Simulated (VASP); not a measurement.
# Rh (P6_3/mmc) in VASP: further runs

The runs below take Rh through single point, relaxation of cell and atoms, with PBEsol.

Program: VASP 6.6.1. These are calculated values, not measurements. Logs are shortened: lines on timing, memory, paths and dates and some standing lists are left out, and cuts for length are marked.

### Step 1. The cell of the first run

It takes space group P6_3/mmc (No. 194, hexagonal). The conventional cell has a = 2.689 Å, b = 2.689 Å, c = 4.334 Å, α = 90.00°, β = 90.00°, γ = 120.00°. Within 3.5 Å of Rh (site symmetry -6m2) lie 12 Rh at 2.67 to 2.69 Å.

This isn't the form of Rh at room conditions, which is fcc.

### Step 2. Single point, PBEsol

INCAR

```
SYSTEM = Rh
ALGO = Normal ; EDIFF = 1E-6
ENCUT = 520 ; GGA = PS
ISIF = 2 ; ISMEAR = -1
LASPH = .TRUE. ; LCHARG = .FALSE.
LREAL = .FALSE. ; LWAVE = .FALSE.
NBANDS = 22 ; NELM = 80
PREC = Accurate ; SIGMA = 0.1
```

KPOINTS

```
k-points
0
G
  18 18 10
  0 0 0
```

POSCAR

```
Rh
1.0
    2.6892717277      0.0000000000      0.0000000000
   -1.3446358638      2.3289776338      0.0000000000
    0.0000000000      0.0000000000      4.3338837760
Rh
2
Direct
    0.6666666667      0.3333333333      0.7500000000
    0.3333333333      0.6666666667      0.2500000000
```

Potentials or basis: VASP PAW PBE potentials, release 64 (Rh_pv).

Started as:

```
> cat potpaw_PBE.64/Rh_pv/POTCAR > POTCAR
> mpirun -np 1 vasp_std > vasp.out
```

OUTCAR:

```text
SYSTEM = Rh
   EDIFF = 1E-6
   ENCUT = 520
   GGA = PS
   ISIF = 2
   ISMEAR = -1
   LASPH = .TRUE.
   LREAL = .FALSE.
   NELM = 80
   PREC = Accurate

 ion  position               nearest neighbor table
   1  0.667  0.333  0.750-   2 2.67   2 2.67   2 2.67   2 2.67   2 2.67   2 2.67
   2  0.333  0.667  0.250-   1 2.67   1 2.67   1 2.67   1 2.67   1 2.67   1 2.67

  LATTYP: Found a hexagonal cell.
 ALAT       =     2.6892717277
 C/A-ratio  =     1.6115455093

  Lattice vectors:

 A1 = (   2.6892717277,   0.0000000000,   0.0000000000)
 A2 = (  -1.3446358638,   2.3289776338,   0.0000000000)
 A3 = (   0.0000000000,   0.0000000000,   4.3338837760)

Analysis of symmetry for initial positions (statically):
=====================================================================
 Subroutine PRICEL returns:
 Original cell was already a primitive cell.

 Routine SETGRP: Setting up the symmetry group for a
 hexagonal supercell.

 Subroutine GETGRP returns: Found 24 space group operations
 (whereof 12 operations were pure point group operations)
 out of a pool of 24 trial point group operations.

The static configuration has the point symmetry D_3d.
 The point group associated with its full space group is D_6h.

Analysis of symmetry for dynamics (positions and initial velocities):
=====================================================================
 Subroutine PRICEL returns:
 Original cell was already a primitive cell.

 Routine SETGRP: Setting up the symmetry group for a
 hexagonal supercell.

 Subroutine GETGRP returns: Found 24 space group operations
 (whereof 12 operations were pure point group operations)
 out of a pool of 24 trial point group operations.

The dynamic configuration has the point symmetry D_3d.
 The point group associated with its full space group is D_6h.

 Subroutine INISYM returns: Found 24 space group operations
 (whereof 12 operations are pure point group operations),
 and found     1 'primitive' translations

----------------------------------------------------------------------------------------

                                     Primitive cell

  volume of cell :      27.1442

  direct lattice vectors                    reciprocal lattice vectors
     2.689271728  0.000000000  0.000000000     0.371847883  0.214686476  0.000000000
    -1.344635864  2.328977634  0.000000000     0.000000000  0.429372951  0.000000000
     0.000000000  0.000000000  4.333883776     0.000000000  0.000000000  0.230739921

  length of vectors
     2.689271728  2.689271728  4.333883776     0.429372951  0.429372951  0.230739921

  position of ions in fractional coordinates (direct lattice)
     0.666666667  0.333333333  0.750000000
     0.333333333  0.666666667  0.250000000

  ion indices of the primitive-cell ions
   primitive index   ion index
                 1           1
                 2           2

----------------------------------------------------------------------------------------

 KPOINTS: k-points

Automatic generation of k-mesh.
 Grid dimensions read from file:
 generate k-points for:   18   18   10

 Generating k-lattice:

  Cartesian coordinates                     Fractional coordinates (reciprocal lattice)
     0.020658216  0.011927026  0.000000000     0.055555556 -0.000000000  0.000000000
     0.000000000  0.023854053  0.000000000     0.000000000  0.055555556  0.000000000
     0.000000000  0.000000000  0.023073992     0.000000000  0.000000000  0.100000000

  Length of vectors
     0.023854053  0.023854053  0.023073992

  Shift w.r.t. Gamma in fractional coordinates (k-lattice)
     0.000000000  0.000000000  0.000000000

 Subroutine IBZKPT returns following result:
 ===========================================

 Found    222 irreducible k-points:

 Following reciprocal coordinates:
            Coordinates               Weight
  0.000000  0.000000  0.000000      1.000000
  0.055556  0.000000  0.000000      6.000000
  0.111111  0.000000  0.000000      6.000000
  0.166667  0.000000  0.000000      6.000000
  0.222222 -0.000000  0.000000      6.000000
  0.277778  0.000000  0.000000      6.000000
[... 16 lines left out ...]
  0.333333  0.111111  0.000000     12.000000
  0.388889  0.111111  0.000000     12.000000
 [... further k-points ...]
   k-points           NKPTS =    222   k-points in BZ     NKDIM =    222   number of bands    NBANDS=     22
   number of dos      NEDOS =    301   number of ions     NIONS =      2
   total plane-waves  NPLWV =  12800
   dimension x,y,z NGX =    20 NGY =   20 NGZ =   32
   dimension x,y,z NGXF=    40 NGYF=   40 NGZF=   64
   ions per type =               2
   NGX,Y,Z   is equivalent  to a cutoff of  12.36, 12.36, 12.28 a.u.
   NGXF,Y,Z  is equivalent  to a cutoff of  24.73, 24.73, 24.55 a.u.
 SYSTEM =  Rh
   PREC   = accura    normal or accurate (medium, high low for compatibility)
   ISTART =      0    job   : 0-new  1-cont  2-samecut
   ICHARG =      2    charge: 1-file 2-atom 10-const
   ISPIN  =      1    spin polarized calculation?
   LNONCOLLINEAR =      F non collinear calculations
   LSORBIT =      F    spin-orbit coupling
   LASPH  =      T    aspherical Exc in radial PAW
   ENCUT  =  520.0 eV  38.22 Ry    6.18 a.u.   5.00  5.00  8.06*2*pi/ulx,y,z
   NELM   =     80;   NELMIN=  2; NELMDL= -5     # of ELM steps
   EDIFF  = 0.1E-05   stopping-criterion for ELM
   LREAL  =      F    real-space projection
   EDIFFG = 0.1E-04   stopping-criterion for IOM
   NSW    =      0    number of steps for IOM
   IBRION =     -1    ionic relax: 0-MD 1-quasi-New 2-CG
   NFREE  =      0    steps in history (QN), initial steepest desc. (CG)
   ISIF   =      2    stress and relaxation
   ISYM   =      2    0-nonsym 1-usesym 2-fastsym
   POTIM  = 0.5000    time-step for ionic-motion
   TEBEG  =    0.0;   TEEND  =   0.0 temperature during run
   PSTRESS=    0.0 pullay stress
   NELECT =      30.0000    total number of electrons
   NUPDOWN=      -1.0000    fix difference up-down
   EMIN   =  10.00;   EMAX   =-10.00  energy-range for DOS
   EFERMI =   0.00;   METHOD = LEGACY
   ISMEAR =    -1;   SIGMA  =   0.10  broadening in eV -4-tet -1-fermi 0-gaus
   EFERMI_NEDOS =   21; number of points for ismear=-14 and -15
   IALGO  =     38    algorithm
   IMIX   =      4    mixing-type and parameters
     AMIX     =   0.40;   BMIX     =  1.00
     AMIX_MAG =   1.60;   BMIX_MAG =  1.00
  volume/ion in A,a.u.               =      13.57        91.59
  Fermi-wavevector in a.u.,A,eV,Ry     =   1.692607  3.198564 38.979587  2.864919
  Thomas-Fermi vector in A             =   2.774163
   LORBIT       =      0    0 simple, 1 ext, 2 COOP (PROOUT), +10 PAW based schemes
   GGA     = PS    functional components
   LHFCALC =     F    Hartree Fock is set to
   AEXX    =    0.0000 exact exchange contribution
   IVDW    =     0    specifies the selected vdW correction
   LEPSILON=     F    determine dielectric tensor
   LRPA    =     F    only Hartree local field effects (RPA)
 non-spin polarized calculation
  energy-cutoff  :      520.00
  volume of cell :       27.14
 maximum number of plane-waves:       758
 NGX is ok and might be reduce to    20
   NGX =  9   NGY =  9   NGZ = 17

 number of electron      30.0000004 magnetization

 Free energy of the ion-electron system (eV)
  ---------------------------------------------------
  ext. energy  EPLUGINS =         0.00000000
  ---------------------------------------------------
  free energy    TOTEN  =       -16.24839237 eV

  energy without entropy =      -16.14341378  energy(sigma->0) =      -16.19590307

 E-fermi :  12.0888     XC(G=0): -14.2997

 val. band max:       12.0842603743   @ k =   0.3889   0.2222   0.3000
 cond. band min:      12.0895984252   @ k =   0.4444   0.0556   0.2000
 fundamental gap:      0.0053380509
 Fermi energy:        12.0887692619

 k-point     1 :       0.0000    0.0000    0.0000
  band No.  band energies     occupation
      1     -35.1436      2.00000
      2     -34.4507      2.00000
      3     -34.4507      2.00000
      4     -34.3479      2.00000
      5     -34.3361      2.00000
      6     -34.3361      2.00000
[... 14 lines left out ...]
     21      30.2132      0.00000
     22      30.8239      0.00000

 k-point     2 :       0.0556    0.0000    0.0000
  band No.  band energies     occupation
      1     -35.1361      2.00000
      2     -34.4678      2.00000
      3     -34.4563      2.00000
      4     -34.3539      2.00000
      5     -34.3511      2.00000
      6     -34.3388      2.00000
[... 14 lines left out ...]
     21      30.3409      0.00000
     22      30.9348      0.00000

 k-point     3 :       0.1111    0.0000    0.0000
  band No.  band energies     occupation
      1     -35.1138      2.00000
      2     -34.5169      2.00000
      3     -34.4722      2.00000
      4     -34.4047      2.00000
      5     -34.3608      2.00000
      6     -34.3466      2.00000
[... 14 lines left out ...]
     21      30.6772      0.00000
     22      31.0026      0.00000

 k-point     4 :       0.1667    0.0000    0.0000
  band No.  band energies     occupation
      1     -35.0782      2.00000
      2     -34.5923      2.00000
      3     -34.4961      2.00000
      4     -34.4815      2.00000
      5     -34.3770      2.00000
      6     -34.3589      2.00000
[... 14 lines left out ...]
     21      30.7944      0.00000
     22      30.8933      0.00000

 k-point     5 :       0.2222   -0.0000    0.0000
  band No.  band energies     occupation
      1     -35.0316      2.00000
      2     -34.6849      2.00000
      3     -34.5738      2.00000
      4     -34.5246      2.00000
      5     -34.3997      2.00000
      6     -34.3747      2.00000
[... 417 lines left out ...]
 k-point    22 :       0.2778    0.1111    0.0000
  band No.  band energies     occupation
      1     -34.9025      2.00000
      2     -34.8665      2.00000
      3     -34.7766      2.00000
      4     -34.5970      2.00000
      5     -34.4730      2.00000
      6     -34.4469      2.00000
[... 14 lines left out ...]
     21      25.5472      0.00000
     22      28.1428      0.00000

 k-point    23 :       0.3333    0.1111    0.0000
  band No.  band energies     occupation
      1     -34.9366      2.00000
      2     -34.8472      2.00000
      3     -34.8278      2.00000
      4     -34.6304      2.00000
      5     -34.5098      2.00000
      6     -34.4640      2.00000
[... 14 lines left out ...]
     21      24.6208      0.00000
     22      27.4598      0.00000

 k-point    24 :       0.3889    0.1111    0.0000
  band No.  band energies     occupation
      1     -34.9822      2.00000
      2     -34.8611      2.00000
      3     -34.8026      2.00000
      4     -34.6519      2.00000
      5     -34.5424      2.00000
      6     -34.4751      2.00000
[... 14 lines left out ...]
     21      23.9703      0.00000
     22      26.9011      0.00000

 [... further k-points ...]

------------------------ aborting loop because EDIFF is reached ----------------------------------------

  FORCE on cell =-STRESS in cart. coord.  units (eV):
  Direction    XX          YY          ZZ          XY          YZ          ZX
  --------------------------------------------------------------------------------------
  -------------------------------------------------------------------------------------
  Total       -0.0174849     -0.0174849     -0.0117612     -0.0000000     -0.0000000      0.0000000
  in kB       -1.0320417     -1.0320417     -0.6941991     -0.0000000     -0.0000000      0.0000000
  external PRESSURE =      -0.9194275 kB  Pullay stress =       0.0000000 kB

 VOLUME and BASIS-vectors are now :
 -----------------------------------------------------------------------------
  energy-cutoff  :      520.00
  volume of cell :       27.14
      direct lattice vectors                 reciprocal lattice vectors
     2.689271728  0.000000000  0.000000000     0.371847883  0.214686476  0.000000000
    -1.344635864  2.328977634  0.000000000     0.000000000  0.429372951  0.000000000
     0.000000000  0.000000000  4.333883776     0.000000000  0.000000000  0.230739921

 POSITION                                       TOTAL-FORCE (eV/Angst)
 -----------------------------------------------------------------------------------
      1.34464      0.77633      3.25041        -0.000000     -0.000000      0.000000
     -0.00000      1.55265      1.08347         0.000000      0.000000      0.000000
 -----------------------------------------------------------------------------------
    total drift:                                0.000000     -0.000000      0.000000

  FREE ENERGIE OF THE ION-ELECTRON SYSTEM (eV)
  ---------------------------------------------------
  free  energy   TOTEN  =       -16.2483923655 eV

  energy  without entropy=      -16.1434137810  energy(sigma->0) =      -16.19590307
```

Wall time 32 s (1 thread of Intel Xeon 6975P-C (Granite Rapids), shared host); peak memory 0.22 GiB.

Results:

| Property | Result |
| --- | --- |
| Free energy | -16.2484 eV |
| Pressure | -0.1 GPa |
| Band gap on the k mesh | zero (bands 15 and 16 overlap by 2.50 eV) |

Levels at points of the mesh, in eV from the Fermi level:
```
           k point  band 11  band 12  band 13  band 14  band 15  band 16  band 17  band 18  band 19  band 20
(0.00, 0.00, 0.00)    -3.11    -2.56    -2.56    -1.98    -1.98     0.15     0.15     0.67     8.76    15.80
(0.50, 0.00, 0.00)    -2.76    -2.28    -2.26     0.43     0.67     0.75     3.04     5.16    10.38    10.90
(0.00, 0.00, 0.50)    -3.23    -3.23    -3.23    -3.23    -0.44    -0.44    -0.44    -0.44    14.87    14.87
(0.50, 0.00, 0.50)    -1.73    -1.73    -0.34    -0.34     0.63     0.63     2.64     2.64     9.41     9.41
```

Caveat: the PAW data sets were made with another functional, which shifts forces and pressure a little.

(Part 1 of 2 ends here.)
